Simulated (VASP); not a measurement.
Runs of VASP 6.6.1 on Y. The structure is that of space group Fm-3m (No. 225), or close to it. The cells are those of the table. 

| level | spin | cell | k mesh | smearing | grid for exact exchange (PRECFOCK) | screening parameter | gap on the mesh (eV) | pressure (GPa) | moment (μB) |
| --- | --- | --- | --- | --- | --- | --- | --- | --- | --- |
| HSE06 | off | a = 3.585 Å, angles 60.0°, 1 atom | 6 × 6 × 6 | fermi-dirac 0.1 eV | Normal | 0.2079 1/Å | none | (b) | - |
| PBE | collinear, ferromagnetic start | a = 3.531 Å, angles 60.0°, 1 atom | 12 × 12 × 12 | fermi-dirac 0.05 eV | - | - | none | 1.6 | 0.00 |
| PBE | collinear, ferromagnetic start | a = 3.431 Å, angles 60.0°, 1 atom | 12 × 12 × 12 | fermi-dirac 0.05 eV | - | - | none | 6.0 | 0.00 |
| PBE | collinear, ferromagnetic start | a = 3.482 Å, angles 60.0°, 1 atom | 12 × 12 × 12 | fermi-dirac 0.05 eV | - | - | none | 3.6 | 0.00 |
| PBE | collinear, ferromagnetic start | a = 3.580 Å, angles 60.0°, 1 atom | 12 × 12 × 12 | fermi-dirac 0.05 eV | - | - | none | -0.1 | 0.00 |
| PBE | collinear, ferromagnetic start | a = 3.718 Å, angles 60.0°, 1 atom | 12 × 12 × 12 | fermi-dirac 0.05 eV | - | - | none | (a) | 0.00 |
| PBE | off | a = 3.585 Å, angles 60.0°, 1 atom | 6 × 6 × 6 | fermi-dirac 0.1 eV | - | - | none | -0.1 | - |

Alike in all rows: task single point; potentials or basis VASP PAW PBE potentials, release 64 (Y_sv); cutoff (eV) 520.

Q: Fill in the values left out.

A: (a) -3.7; (b) 1.3.

Caveats: the PAW data sets were made with another functional, which shifts forces and pressure a little (some runs).

A k mesh can miss the band edges, and the runs leave out spin-orbit coupling on Y.

A gap of «none» marks levels without a gap at the run's occupations.
